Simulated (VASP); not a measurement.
# MgO (CsCl type) (Pm-3m) in VASP: a series of runs

Runs on MgO (CsCl type). Level: PBE. Tasks: single point.

Everything below comes from runs of VASP 6.6.1. Logs are shortened: lines on timing, memory, paths and dates and some standing lists are left out, and cuts for length are marked.

**1. The cell of the first run**

Symmetry: Pm-3m, No. 221, cubic system. Conventional cell: a = 2.292 Å, b = 2.292 Å, c = 2.292 Å, α = 90.00°, β = 90.00°, γ = 90.00°. Mg (site symmetry m-3m) has 8 O at 1.98 Å and 6 Mg at 2.29 Å within 2.6 Å. Within 2.6 Å of O (site symmetry m-3m) lie 8 Mg at 1.98 Å and 6 O at 2.29 Å.

**2. Single point, PBE (volume scaled by 1.3)**

Input file INCAR:

```
SYSTEM = MgO
PREC = Accurate ; ENCUT = 520
EDIFF = 1E-7 ; ISMEAR = 0
SIGMA = 0.01 ; LREAL = .FALSE.
LASPH = .TRUE. ; NELM = 80
ALGO = Normal ; ISIF = 2
LWAVE = .FALSE. ; LCHARG = .FALSE.
GGA = PE ; NBANDS = 11
```

Input file KPOINTS:

```
regular mesh
0
G
  12 12 12
  0 0 0
```

Input file POSCAR:

```
MgO
1.0
    2.2919250544      0.0000000000      0.0000000000
    0.0000000000      2.2919250544      0.0000000000
    0.0000000000      0.0000000000      2.2919250544
Mg O
1 1
Direct
    0.0000000000      0.0000000000      0.0000000000
    0.5000000000      0.5000000000      0.5000000000
```

Potentials or basis: VASP PAW PBE potentials, release 64 (Mg, O).

Command:

```bash
cat potpaw_PBE.64/Mg/POTCAR potpaw_PBE.64/O/POTCAR > POTCAR
mpirun -np 1 vasp_std > vasp.out
```

OUTCAR:

```text
SYSTEM = MgO
   PREC = Accurate
   ENCUT = 520
   EDIFF = 1E-7
   ISMEAR = 0
   LREAL = .FALSE.
   LASPH = .TRUE.
   NELM = 80
   ISIF = 2
   GGA = PE

 ion  position               nearest neighbor table
   1  0.000  0.000  0.000-   2 1.98   2 1.98   2 1.98   2 1.98   2 1.98   2 1.98   2 1.98   2 1.98

   2  0.500  0.500  0.500-   1 1.98   1 1.98   1 1.98   1 1.98   1 1.98   1 1.98   1 1.98   1 1.98

  LATTYP: Found a simple cubic cell.
 ALAT       =     2.2919250544

  Lattice vectors:

 A1 = (   2.2919250544,   0.0000000000,   0.0000000000)
 A2 = (   0.0000000000,   2.2919250544,   0.0000000000)
 A3 = (   0.0000000000,   0.0000000000,   2.2919250544)

Analysis of symmetry for initial positions (statically):
=====================================================================
 Subroutine PRICEL returns:
 Original cell was already a primitive cell.

 Routine SETGRP: Setting up the symmetry group for a
 simple cubic supercell.

 Subroutine GETGRP returns: Found 48 space group operations
 (whereof 48 operations were pure point group operations)
 out of a pool of 48 trial point group operations.

The static configuration has the point symmetry O_h .

Analysis of symmetry for dynamics (positions and initial velocities):
=====================================================================
 Subroutine PRICEL returns:
 Original cell was already a primitive cell.

 Routine SETGRP: Setting up the symmetry group for a
 simple cubic supercell.

 Subroutine GETGRP returns: Found 48 space group operations
 (whereof 48 operations were pure point group operations)
 out of a pool of 48 trial point group operations.

The dynamic configuration has the point symmetry O_h .

 Subroutine INISYM returns: Found 48 space group operations
 (whereof 48 operations are pure point group operations),
 and found     1 'primitive' translations

----------------------------------------------------------------------------------------

                                     Primitive cell

  volume of cell :      12.0393

  direct lattice vectors                    reciprocal lattice vectors
     2.291925054  0.000000000  0.000000000     0.436314441  0.000000000  0.000000000
     0.000000000  2.291925054  0.000000000     0.000000000  0.436314441  0.000000000
     0.000000000  0.000000000  2.291925054     0.000000000  0.000000000  0.436314441

  length of vectors
     2.291925054  2.291925054  2.291925054     0.436314441  0.436314441  0.436314441

  position of ions in fractional coordinates (direct lattice)
     0.000000000  0.000000000  0.000000000
     0.500000000  0.500000000  0.500000000

  ion indices of the primitive-cell ions
   primitive index   ion index
                 1           1
                 2           2

----------------------------------------------------------------------------------------

 KPOINTS: regular mesh

Automatic generation of k-mesh.
 Grid dimensions read from file:
 generate k-points for:   12   12   12

 Generating k-lattice:

  Cartesian coordinates                     Fractional coordinates (reciprocal lattice)
     0.036359537  0.000000000  0.000000000     0.083333333  0.000000000  0.000000000
     0.000000000  0.036359537  0.000000000     0.000000000  0.083333333  0.000000000
     0.000000000  0.000000000  0.036359537     0.000000000  0.000000000  0.083333333

  Length of vectors
     0.036359537  0.036359537  0.036359537

  Shift w.r.t. Gamma in fractional coordinates (k-lattice)
     0.000000000  0.000000000  0.000000000

 Subroutine IBZKPT returns following result:
 ===========================================

 Found     84 irreducible k-points:

 Following reciprocal coordinates:
            Coordinates               Weight
  0.000000  0.000000  0.000000      1.000000
  0.083333  0.000000  0.000000      6.000000
  0.166667  0.000000  0.000000      6.000000
  0.250000  0.000000  0.000000      6.000000
  0.333333  0.000000  0.000000      6.000000
  0.416667  0.000000  0.000000      6.000000
[... 16 lines left out ...]
  0.333333  0.333333  0.000000     12.000000
  0.416667  0.333333  0.000000     24.000000
 [... further k-points ...]
   k-points           NKPTS =     84   k-points in BZ     NKDIM =     84   number of bands    NBANDS=     11
   number of dos      NEDOS =    301   number of ions     NIONS =      2
   total plane-waves  NPLWV =   5832
   dimension x,y,z NGX =    18 NGY =   18 NGZ =   18
   dimension x,y,z NGXF=    36 NGYF=   36 NGZF=   36
   ions per type =               1   1
   NGX,Y,Z   is equivalent  to a cutoff of  13.06, 13.06, 13.06 a.u.
   NGXF,Y,Z  is equivalent  to a cutoff of  26.11, 26.11, 26.11 a.u.
 SYSTEM =  MgO
   PREC   = accura    normal or accurate (medium, high low for compatibility)
   ISTART =      0    job   : 0-new  1-cont  2-samecut
   ICHARG =      2    charge: 1-file 2-atom 10-const
   ISPIN  =      1    spin polarized calculation?
   LNONCOLLINEAR =      F non collinear calculations
   LSORBIT =      F    spin-orbit coupling
   LASPH  =      T    aspherical Exc in radial PAW
   ENCUT  =  520.0 eV  38.22 Ry    6.18 a.u.   4.26  4.26  4.26*2*pi/ulx,y,z
   NELM   =     80;   NELMIN=  2; NELMDL= -5     # of ELM steps
   EDIFF  = 0.1E-06   stopping-criterion for ELM
   LREAL  =      F    real-space projection
   EDIFFG = 0.1E-05   stopping-criterion for IOM
   NSW    =      0    number of steps for IOM
   IBRION =     -1    ionic relax: 0-MD 1-quasi-New 2-CG
   NFREE  =      0    steps in history (QN), initial steepest desc. (CG)
   ISIF   =      2    stress and relaxation
   ISYM   =      2    0-nonsym 1-usesym 2-fastsym
   POTIM  = 0.5000    time-step for ionic-motion
   TEBEG  =    0.0;   TEEND  =   0.0 temperature during run
   PSTRESS=    0.0 pullay stress
   NELECT =       8.0000    total number of electrons
   NUPDOWN=      -1.0000    fix difference up-down
   EMIN   =  10.00;   EMAX   =-10.00  energy-range for DOS
   EFERMI =   0.00;   METHOD = LEGACY
   ISMEAR =     0;   SIGMA  =   0.01  broadening in eV -4-tet -1-fermi 0-gaus
   EFERMI_NEDOS =   21; number of points for ismear=-14 and -15
   IALGO  =     38    algorithm
   IMIX   =      4    mixing-type and parameters
     AMIX     =   0.40;   BMIX     =  1.00
     AMIX_MAG =   1.60;   BMIX_MAG =  1.00
  volume/ion in A,a.u.               =       6.02        40.62
  Fermi-wavevector in a.u.,A,eV,Ry     =   1.428580  2.699624 27.767306  2.040839
  Thomas-Fermi vector in A             =   2.548626
   LORBIT       =      0    0 simple, 1 ext, 2 COOP (PROOUT), +10 PAW based schemes
   GGA     = PE    functional components
   LHFCALC =     F    Hartree Fock is set to
   AEXX    =    0.0000 exact exchange contribution
   IVDW    =     0    specifies the selected vdW correction
   LEPSILON=     F    determine dielectric tensor
   LRPA    =     F    only Hartree local field effects (RPA)
 non-spin polarized calculation
 Gauss-broadening in eV      SIGMA  =   0.01
  energy-cutoff  :      520.00
  volume of cell :       12.04
 maximum number of plane-waves:       341
 NGX is ok and might be reduce to    18
   NGX =  9   NGY =  9   NGZ =  9

 number of electron       8.0000008 magnetization

 Free energy of the ion-electron system (eV)
  ---------------------------------------------------
  ext. energy  EPLUGINS =         0.00000000
  ---------------------------------------------------
  free energy    TOTEN  =        -8.18330283 eV

  energy without entropy =       -8.18330283  energy(sigma->0) =       -8.18330283

 E-fermi :   9.9270     XC(G=0): -13.4530

 val. band max:        9.7547473753   @ k =   0.5000   0.5000   0.0000
 cond. band min:      16.2634781958   @ k =   0.5000   0.5000   0.0000
 fundamental gap:      6.5087308205
 Fermi energy:         9.9270352549

 k-point     1 :       0.0000    0.0000    0.0000
  band No.  band energies     occupation
      1     -12.3443      2.00000
      2       8.2022      2.00000
      3       8.2022      2.00000
      4       8.2022      2.00000
      5      17.5128      0.00000
      6      20.6650      0.00000
      7      20.6650      0.00000
      8      38.0872      0.00000
      9      38.0872      0.00000
     10      38.0872      0.00000
     11      43.2733      0.00000

 k-point     2 :       0.0833    0.0000    0.0000
  band No.  band energies     occupation
      1     -12.2194      2.00000
      2       7.4508      2.00000
      3       8.2363      2.00000
      4       8.2363      2.00000
      5      17.8674      0.00000
      6      20.8600      0.00000
      7      21.2206      0.00000
      8      37.7467      0.00000
      9      37.7467      0.00000
     10      38.0889      0.00000
     11      42.4753      0.00000

 k-point     3 :       0.1667    0.0000    0.0000
  band No.  band energies     occupation
      1     -11.8597      2.00000
      2       5.7214      2.00000
      3       8.3306      2.00000
      4       8.3306      2.00000
      5      18.5792      0.00000
      6      21.4422      0.00000
      7      22.5834      0.00000
      8      36.7363      0.00000
      9      36.7363      0.00000
     10      38.2920      0.00000
     11      40.6689      0.00000

 k-point     4 :       0.2500    0.0000    0.0000
  band No.  band energies     occupation
      1     -11.3127      2.00000
      2       3.7470      2.00000
      3       8.4629      2.00000
      4       8.4629      2.00000
      5      19.3917      0.00000
      6      22.4059      0.00000
      7      23.9406      0.00000
      8      35.3577      0.00000
      9      35.3577      0.00000
     10      36.9663      0.00000
     11      39.1878      0.00000
[... 239 lines left out ...]
 k-point    22 :       0.5000    0.2500    0.0000
  band No.  band energies     occupation
      1      -9.2066      2.00000
      2       1.2725      2.00000
      3       5.3887      2.00000
      4       9.2216      2.00000
      5      19.9900      0.00000
      6      23.5896      0.00000
      7      26.3338      0.00000
      8      30.1800      0.00000
      9      32.6506      0.00000
     10      35.2654      0.00000
     11      38.8000      0.00000

 k-point    23 :       0.3333    0.3333    0.0000
  band No.  band energies     occupation
      1      -9.3695      2.00000
      2       3.1768      2.00000
      3       3.5879      2.00000
      4       9.2451      2.00000
      5      19.5261      0.00000
      6      23.4033      0.00000
      7      26.5731      0.00000
      8      30.5563      0.00000
      9      33.7747      0.00000
     10      33.8654      0.00000
     11      37.9214      0.00000

 k-point    24 :       0.4167    0.3333    0.0000
  band No.  band energies     occupation
      1      -8.9587      2.00000
      2       2.2822      2.00000
      3       3.8160      2.00000
      4       9.4166      2.00000
      5      18.4580      0.00000
      6      24.2640      0.00000
      7      26.8081      0.00000
      8      29.8141      0.00000
      9      32.8343      0.00000
     10      33.7382      0.00000
     11      39.6634      0.00000

 [... further k-points ...]
[... 5 lines left out ...]
  --------------------------------------------------------------------------------------
  -------------------------------------------------------------------------------------
  Total       11.6301090     11.6301090     11.6301090      0.0000000      0.0000000     -0.0000000
  in kB     1547.7226287   1547.7226287   1547.7226287      0.0000000      0.0000000     -0.0000000
  external PRESSURE =    1547.7226287 kB  Pullay stress =       0.0000000 kB

 VOLUME and BASIS-vectors are now :
 -----------------------------------------------------------------------------
  energy-cutoff  :      520.00
  volume of cell :       12.04
      direct lattice vectors                 reciprocal lattice vectors
     2.291925054  0.000000000  0.000000000     0.436314441  0.000000000  0.000000000
     0.000000000  2.291925054  0.000000000     0.000000000  0.436314441  0.000000000
     0.000000000  0.000000000  2.291925054     0.000000000  0.000000000  0.436314441

 POSITION                                       TOTAL-FORCE (eV/Angst)
 -----------------------------------------------------------------------------------
      0.00000      0.00000      0.00000         0.000000      0.000000      0.000000
      1.14596      1.14596      1.14596         0.000000      0.000000      0.000000
 -----------------------------------------------------------------------------------
    total drift:                                0.000000     -0.000000      0.000000

  FREE ENERGIE OF THE ION-ELECTRON SYSTEM (eV)
  ---------------------------------------------------
  free  energy   TOTEN  =        -8.1833028291 eV

  energy  without entropy=       -8.1833028291  energy(sigma->0) =       -8.18330283
```

Wall time 12 s (1 thread of AMD EPYC 7R43 (Zen 3), shared host); peak memory 0.09 GiB.

Results:

```
Free energy            : -8.1833 eV
Pressure               : 154.8 GPa
Band gap on the k mesh : 6.51 eV, direct
```

(Continued in part 2 of 2.)
